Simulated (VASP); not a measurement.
Crystal: Na2In2Sn3.

```
Na In Sn
1.0
     7.05554    0.00000    0.00000
    -3.52777    6.11028    0.00000
     0.00000    0.00000    4.73227
Na In Sn
2 2 3
Direct
  0.33333 0.66667 0.00000
  0.66667 0.33333 0.00000
  0.33333 0.66667 0.50000
  0.66667 0.33333 0.50000
  0.50000 0.00000 0.00000
  0.00000 0.50000 0.00000
  0.50000 0.50000 0.00000
```

The cell was built from a structure type or drawn by symmetry, and may not be a known phase.

| Item | Value |
| --- | --- |
| Program | VASP 6.6.1 |
| Task | relaxation of cell and atoms |
| Functional | PBE |
| Potentials or basis | VASP PAW PBE potentials, release 64 (Na_pv, In_d, Sn_d) |
| Cutoff | 600 eV |
| k mesh | 3 × 3 × 4 |
| Occupations | gaussian, width 0.2 eV |
| Spin | no spin polarisation |

At the start: pressure 37.3 GPa; volume 29.14 Å³/atom.

Question: How do energy, volume and symmetry change on relaxing?

Answer: Over 5 steps the energy falls by 2194.5 meV/atom and the volume is 67.52 Å³/atom (+131.7 %); space group P6/mmm (No. 191, to 0.1 Å) before and after.

Step by step:
```
step  energy change (eV)  largest force (eV/Å)  pressure (GPa)  volume (Å³)
   1              0.0000                0.0000           37.29       204.01
   2            -15.3457                0.0000            0.01       474.72
   3            -15.3462                0.0000           -0.01       476.21
   4            -15.3571                0.0000            0.02       474.55
   5            -15.3615                0.0000            0.05       472.66
```

Final structure:
```
CELL_PARAMETERS angstrom
9.79891 0.00000 0.00000
-4.89946 8.48611 0.00000
0.00000 0.00000 5.68416
ATOMIC_POSITIONS crystal
Na 0.33333 0.66667 0.00000
Na 0.66667 0.33333 0.00000
In 0.33333 0.66667 0.50000
In 0.66667 0.33333 0.50000
Sn 0.50000 0.00000 0.00000
Sn 0.00000 0.50000 0.00000
Sn 0.50000 0.50000 0.00000
```

Caveat: the volume moved by over 15 % at a fixed basis, so the end points are rough.
